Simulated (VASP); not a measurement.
# La2AlCo2C (Immm) in VASP: single point with r2SCAN

Aim: the single point of La2AlCo2C with r2SCAN.

All numbers are computed with VASP 6.6.1; they aren't measurements. Logs are shortened: lines on timing, memory, paths and dates and some standing lists are left out, and cuts for length are marked.

### 1 The cell of the first run

It takes space group Immm (No. 71, orthorhombic). Conventional cell: a = 4.195 Å, b = 6.039 Å, c = 9.011 Å, α = 90.00°, β = 90.00°, γ = 90.00°. Within 3.6 Å of La (site symmetry mm2) lie 2 C at 2.71 Å and 6 Co at 3.06 to 3.23 Å and 1 La at 3.44 Å and 4 Al at 3.48 to 3.49 Å. Within 3.2 Å of Al (site symmetry mmm) lie 4 Co at 2.45 Å. Co (site symmetry m2m) has 1 C at 1.76 Å within 2.3 Å. Within 2.3 Å of C (site symmetry mmm) lie 2 Co at 1.76 Å.

### 2 Single point, r2SCAN

POSCAR

```
La2AlCo2C
1.0
   -2.0975425979      3.0193610938      4.5052615358
    2.0975425979     -3.0193610938      4.5052615358
    2.0975425979      3.0193610938     -4.5052615358
La Al Co C
2 1 2 1
Direct
    0.1909634265      0.6909634265      0.5000000000
    0.8090365735      0.3090365735      0.5000000000
    0.5000000000      0.5000000000      0.0000000000
    0.2908887998      0.0000000000      0.2908887998
    0.7091112002      0.0000000000      0.7091112002
    0.0000000000      0.0000000000      0.0000000000
```

INCAR.step1

```
  PREC = Accurate
  ENCUT = 520
  ISMEAR = 0
  SIGMA = 0.1
  LREAL = False
  LASPH = True
  NELM = 100
  NBANDS = 32
  GGA = PE
  ALGO = Normal
  EDIFF = 1E-4
  LWAVE = True
  LCHARG = False
```

INCAR.step2

```
  PREC = Accurate
  ENCUT = 520
  EDIFF = 1E-7
  ISMEAR = 0
  SIGMA = 0.1
  LREAL = False
  LASPH = True
  NELM = 100
  ALGO = Normal
  ISIF = 2
  LWAVE = False
  LCHARG = True
  METAGGA = R2SCAN
  LMIXTAU = True
  LELF = True
  LVHAR = True
  NBANDS = 32
  ISTART = 1
```

KPOINTS

```
Automatic mesh
0
Gamma
  6 6 6
```

Potentials or basis: VASP PAW PBE potentials, release 64 (La, Al, Co, C).

The run is started by

```sh
> cat potpaw_PBE.64/La/POTCAR potpaw_PBE.64/Al/POTCAR potpaw_PBE.64/Co/POTCAR potpaw_PBE.64/C/POTCAR > POTCAR
> cp INCAR.step1 INCAR
> mpirun -np 1 vasp_std > vasp.out
> cp INCAR.step2 INCAR
> mpirun -np 1 vasp_std > vasp.out
```

OUTCAR:

```text
PREC = Accurate
   ENCUT = 520
   EDIFF = 1E-7
   ISMEAR = 0
   LREAL = False
   LASPH = True
   NELM = 100
   ISIF = 2
   METAGGA = R2SCAN
   ISTART = 1

 ion  position               nearest neighbor table
   1  0.191  0.691  0.500-   6 2.71   6 2.71   5 3.06   4 3.06   5 3.23   4 3.23   4 3.23   5 3.23
                             2 3.44   3 3.48   3 3.48   3 3.49   3 3.49
   2  0.809  0.309  0.500-   6 2.71   6 2.71   5 3.06   4 3.06   4 3.23   5 3.23   5 3.23   4 3.23
                             1 3.44   3 3.48   3 3.48   3 3.49   3 3.49
   3  0.500  0.500  0.000-   5 2.45   4 2.45   5 2.45   4 2.45   1 3.48   2 3.48   1 3.48   2 3.48
                             1 3.49   1 3.49   2 3.49   2 3.49
   4  0.291  0.000  0.291-   6 1.76   3 2.45   3 2.45   5 2.53   1 3.06   2 3.06   2 3.23   1 3.23
                             1 3.23   2 3.23
   5  0.709  0.000  0.709-   6 1.76   3 2.45   3 2.45   4 2.53   2 3.06   1 3.06   1 3.23   2 3.23
                             2 3.23   1 3.23
   6  0.000  0.000  0.000-   4 1.76   5 1.76   1 2.71   2 2.71   1 2.71   2 2.71

  LATTYP: Found a body centered orthorhombic cell.
 ALAT       =     4.1950851958
 B/A-ratio  =     1.4394754590
 C/A-ratio  =     2.1478760624

  Lattice vectors:

 A1 = (  -2.0975425979,   3.0193610938,   4.5052615358)
 A2 = (   2.0975425979,  -3.0193610938,   4.5052615358)
 A3 = (   2.0975425979,   3.0193610938,  -4.5052615358)

Analysis of symmetry for initial positions (statically):
=====================================================================
 Subroutine PRICEL returns:
 Original cell was already a primitive cell.

 Routine SETGRP: Setting up the symmetry group for a
 body centered orthorhombic supercell.

 Subroutine GETGRP returns: Found  8 space group operations
 (whereof  8 operations were pure point group operations)
 out of a pool of  8 trial point group operations.

The static configuration has the point symmetry D_2h.

Analysis of symmetry for dynamics (positions and initial velocities):
=====================================================================
 Subroutine PRICEL returns:
 Original cell was already a primitive cell.

 Routine SETGRP: Setting up the symmetry group for a
 body centered orthorhombic supercell.

 Subroutine GETGRP returns: Found  8 space group operations
 (whereof  8 operations were pure point group operations)
 out of a pool of  8 trial point group operations.

The dynamic configuration has the point symmetry D_2h.

 Subroutine INISYM returns: Found  8 space group operations
 (whereof  8 operations are pure point group operations),
 and found     1 'primitive' translations

----------------------------------------------------------------------------------------

                                     Primitive cell

  volume of cell :     114.1316

  direct lattice vectors                    reciprocal lattice vectors
    -2.097542598  3.019361094  4.505261536     0.000000000  0.165597948  0.110981348
     2.097542598 -3.019361094  4.505261536     0.238374182  0.000000000  0.110981348
     2.097542598  3.019361094 -4.505261536     0.238374182  0.165597948  0.000000000

  length of vectors
     5.814946936  5.814946936  5.814946936     0.199347786  0.262943169  0.290249773

  position of ions in fractional coordinates (direct lattice)
     0.190963426  0.690963426  0.500000000
     0.809036574  0.309036574  0.500000000
     0.500000000  0.500000000  0.000000000
     0.290888800  0.000000000  0.290888800
     0.709111200  0.000000000  0.709111200
     0.000000000  0.000000000  0.000000000

  ion indices of the primitive-cell ions
   primitive index   ion index
                 1           1
                 2           2
                 3           3
                 4           4
                 5           5
                 6           6

----------------------------------------------------------------------------------------

 KPOINTS: Automatic mesh

Automatic generation of k-mesh.
 Grid dimensions read from file:
 generate k-points for:    6    6    6

 Generating k-lattice:

  Cartesian coordinates                     Fractional coordinates (reciprocal lattice)
     0.000000000  0.027599658  0.018496891     0.166666667  0.000000000  0.000000000
     0.039729030  0.000000000  0.018496891     0.000000000  0.166666667 -0.000000000
     0.039729030  0.027599658  0.000000000     0.000000000 -0.000000000  0.166666667

  Length of vectors
     0.033224631  0.043823861  0.048374962

  Shift w.r.t. Gamma in fractional coordinates (k-lattice)
     0.000000000  0.000000000  0.000000000

 Subroutine IBZKPT returns following result:
 ===========================================

 Found     46 irreducible k-points:

 Following reciprocal coordinates:
            Coordinates               Weight
  0.000000  0.000000  0.000000      1.000000
  0.166667 -0.000000  0.000000      4.000000
  0.333333 -0.000000  0.000000      4.000000
  0.500000 -0.000000  0.000000      2.000000
  0.000000  0.166667  0.000000      4.000000
  0.166667  0.166667  0.000000      8.000000
[... 16 lines left out ...]
 -0.166667  0.166667  0.166667      2.000000
  0.166667  0.333333  0.166667      4.000000
 [... further k-points ...]
   k-points           NKPTS =     46   k-points in BZ     NKDIM =     46   number of bands    NBANDS=     32
   number of dos      NEDOS =    301   number of ions     NIONS =      6
   total plane-waves  NPLWV = 110592
   dimension x,y,z NGX =    48 NGY =   48 NGZ =   48
   dimension x,y,z NGXF=    96 NGYF=   96 NGZF=   96
   ions per type =               2   1   2   1
   NGX,Y,Z   is equivalent  to a cutoff of  13.72, 13.72, 13.72 a.u.
   NGXF,Y,Z  is equivalent  to a cutoff of  27.45, 27.45, 27.45 a.u.
 SYSTEM =  unknown system
   PREC   = accura    normal or accurate (medium, high low for compatibility)
   ISTART =      1    job   : 0-new  1-cont  2-samecut
   ICHARG =      0    charge: 1-file 2-atom 10-const
   ISPIN  =      1    spin polarized calculation?
   LNONCOLLINEAR =      F non collinear calculations
   LSORBIT =      F    spin-orbit coupling
   LASPH  =      T    aspherical Exc in radial PAW
   ENCUT  =  520.0 eV  38.22 Ry    6.18 a.u.  10.81 10.81 10.81*2*pi/ulx,y,z
   NELM   =    100;   NELMIN=  2; NELMDL=  0     # of ELM steps
   EDIFF  = 0.1E-06   stopping-criterion for ELM
   LREAL  =      F    real-space projection
   EDIFFG = 0.1E-05   stopping-criterion for IOM
   NSW    =      0    number of steps for IOM
   IBRION =     -1    ionic relax: 0-MD 1-quasi-New 2-CG
   NFREE  =      0    steps in history (QN), initial steepest desc. (CG)
   ISIF   =      2    stress and relaxation
   ISYM   =      2    0-nonsym 1-usesym 2-fastsym
   POTIM  = 0.5000    time-step for ionic-motion
   TEBEG  =    0.0;   TEEND  =   0.0 temperature during run
   PSTRESS=    0.0 pullay stress
   NELECT =      47.0000    total number of electrons
   NUPDOWN=      -1.0000    fix difference up-down
   EMIN   =  10.00;   EMAX   =-10.00  energy-range for DOS
   EFERMI =   0.00;   METHOD = LEGACY
   ISMEAR =     0;   SIGMA  =   0.10  broadening in eV -4-tet -1-fermi 0-gaus
   EFERMI_NEDOS =   21; number of points for ismear=-14 and -15
   IALGO  =     38    algorithm
   IMIX   =      4    mixing-type and parameters
     AMIX     =   0.40;   BMIX     =  1.00
     AMIX_MAG =   1.60;   BMIX_MAG =  1.00
  volume/ion in A,a.u.               =      19.02       128.37
  Fermi-wavevector in a.u.,A,eV,Ry     =   1.217976  2.301641 20.183784  1.483466
  Thomas-Fermi vector in A             =   2.353278
   LORBIT       =      0    0 simple, 1 ext, 2 COOP (PROOUT), +10 PAW based schemes
   METAGGA = R2SCAN    functional components
   LHFCALC =     F    Hartree Fock is set to
   AEXX    =    0.0000 exact exchange contribution
   IVDW    =     0    specifies the selected vdW correction
   LEPSILON=     F    determine dielectric tensor
   LRPA    =     F    only Hartree local field effects (RPA)
 non-spin polarized calculation
 Gauss-broadening in eV      SIGMA  =   0.10
  energy-cutoff  :      520.00
  volume of cell :      114.13
 maximum number of plane-waves:      3096
 NGX is ok and might be reduce to    48
   NGX = 21   NGY = 21   NGZ = 21

 number of electron      47.0000003 magnetization

 Free energy of the ion-electron system (eV)
  ---------------------------------------------------
  ext. energy  EPLUGINS =         0.00000000
  ---------------------------------------------------
  free energy    TOTEN  =      -104.53448515 eV

  energy without entropy =     -104.51757520  energy(sigma->0) =     -104.52603018

 E-fermi :   8.5835     XC(G=0): -11.3926

 val. band max:        8.5385508010   @ k =   0.3333  -0.1667   0.1667
 cond. band min:       8.5845369584   @ k =  -0.3333   0.5000   0.1667
 fundamental gap:      0.0459861574
 Fermi energy:         8.5835224473

 k-point     1 :       0.0000    0.0000    0.0000
  band No.  band energies     occupation
      1     -25.2241      2.00000
      2     -25.0238      2.00000
      3      -8.9894      2.00000
      4      -8.8534      2.00000
      5      -8.4137      2.00000
      6      -8.2872      2.00000
[... 24 lines left out ...]
     31      11.0325      0.00000
     32      11.0672      0.00000

 k-point     2 :       0.1667   -0.0000    0.0000
  band No.  band energies     occupation
      1     -25.2135      2.00000
      2     -25.0343      2.00000
      3      -9.0112      2.00000
      4      -8.8270      2.00000
      5      -8.4174      2.00000
      6      -8.2834      2.00000
[... 24 lines left out ...]
     31      11.0601      0.00000
     32      11.0801      0.00000
[... 733 lines left out ...]
     31      10.9724      0.00000
     32      11.1831      0.00000

 k-point    24 :       0.1667    0.3333    0.1667
  band No.  band energies     occupation
      1     -25.1465      2.00000
      2     -25.0588      2.00000
      3      -9.0705      2.00000
      4      -8.9167      2.00000
      5      -8.8460      2.00000
      6      -8.3505      2.00000
[... 24 lines left out ...]
     31      10.8951      0.00000
     32      10.9364      0.00000

 [... further k-points ...]

------------------------ aborting loop because EDIFF is reached ----------------------------------------

  FORCE on cell =-STRESS in cart. coord.  units (eV):
  Direction    XX          YY          ZZ          XY          YZ          ZX
  --------------------------------------------------------------------------------------
  -------------------------------------------------------------------------------------
  Total       -0.3457513      0.4144845     -0.2114673     -0.0000000      0.0000000      0.0000000
  in kB       -4.8536505      5.8185271     -2.9685745     -0.0000000      0.0000000      0.0000000
  external PRESSURE =      -0.6678993 kB  Pullay stress =       0.0000000 kB

 VOLUME and BASIS-vectors are now :
 -----------------------------------------------------------------------------
  energy-cutoff  :      520.00
  volume of cell :      114.13
      direct lattice vectors                 reciprocal lattice vectors
    -2.097542598  3.019361094  4.505261536     0.000000000  0.165597948  0.110981348
     2.097542598 -3.019361094  4.505261536     0.238374182  0.000000000  0.110981348
     2.097542598  3.019361094 -4.505261536     0.238374182  0.165597948  0.000000000

 POSITION                                       TOTAL-FORCE (eV/Angst)
 -----------------------------------------------------------------------------------
      2.09754      0.00000      1.72068         0.000000     -0.000000      0.022878
     -0.00000      3.01936      2.78458        -0.000000     -0.000000     -0.022878
      0.00000      0.00000      4.50526        -0.000000     -0.000000     -0.000000
      0.00000      1.75660      0.00000        -0.000000      0.129150     -0.000000
      0.00000      4.28213      0.00000        -0.000000     -0.129150     -0.000000
      0.00000      0.00000      0.00000        -0.000000     -0.000000     -0.000000
 -----------------------------------------------------------------------------------
    total drift:                                0.000000      0.000000     -0.000000

  FREE ENERGIE OF THE ION-ELECTRON SYSTEM (eV)
  ---------------------------------------------------
  free  energy   TOTEN  =      -104.5344851496 eV

  energy  without entropy=     -104.5175752030  energy(sigma->0) =     -104.52603018
```

Wall time 28 min (1 thread of AMD EPYC 7R43 (Zen 3), shared host); peak memory 0.47 GiB.

Results:

| Quantity | Value |
| --- | --- |
| Free energy | -104.5345 eV |
| Pressure | -0.1 GPa |
| Largest force | 0.129 eV/Å |
| Band gap on the k mesh | zero (an odd number of electrons rules out a gap without spin polarisation) |

Forces in eV/Å, atoms in the order of the input:
```
La   0.000  0.000  0.023
La   0.000  0.000 -0.023
Al   0.000  0.000  0.000
Co   0.000  0.129  0.000
Co   0.000 -0.129  0.000
C    0.000  0.000  0.000
```

Caveat: the PAW data sets were made with another functional, which shifts forces and pressure a little; spin-orbit coupling is left out, which moves the levels of the heavy elements; the run has no spin polarisation, though such a crystal can be magnetic.
